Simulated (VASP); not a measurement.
Y, 8 atoms in the cell. It takes space group Pm-3n (No. 223, cubic). The conventional cell has a = 6.474 Å, b = 6.474 Å, c = 6.474 Å, α = 90.00°, β = 90.00°, γ = 90.00°. Within 4.8 Å of Y (site symmetry m-3) lie 12 Y at 3.62 Å. Within 4.3 Å of Y (site symmetry -4m2) lie 14 Y at 3.24 to 3.96 Å. 

```yaml
Program: VASP 6.6.1
Task: single point
Functional: PBE
Potentials_or_basis: VASP PAW PBE potentials, release 64 (Y_sv)
Cutoff: 520 eV
k_mesh: 5 × 5 × 5
Occupations: fermi-dirac, width 0.1 eV
Spin: no spin polarisation
Dipole_correction: no
Further_INCAR_settings: ALGO = Normal; EDIFF = 1e-06; NBANDS = 54
```

Potentials or basis: VASP PAW PBE potentials, release 64 (Y_sv).

Command:

```sh
$ cat potpaw_PBE.64/Y_sv/POTCAR > POTCAR
$ mpirun -np 1 vasp_std > vasp.out
```

Hardware: 1 thread of AMD EPYC 7R43 64-Core Processor (Zen 3) (shared host).

Q: Estimate the wall time of this run.

A: Run time: 3.1 min on 1 thread of AMD EPYC 7R43 64-Core Processor (Zen 3), on a shared host, peak memory 0.33 GiB. Counts: scf iterations 13, k points 10.
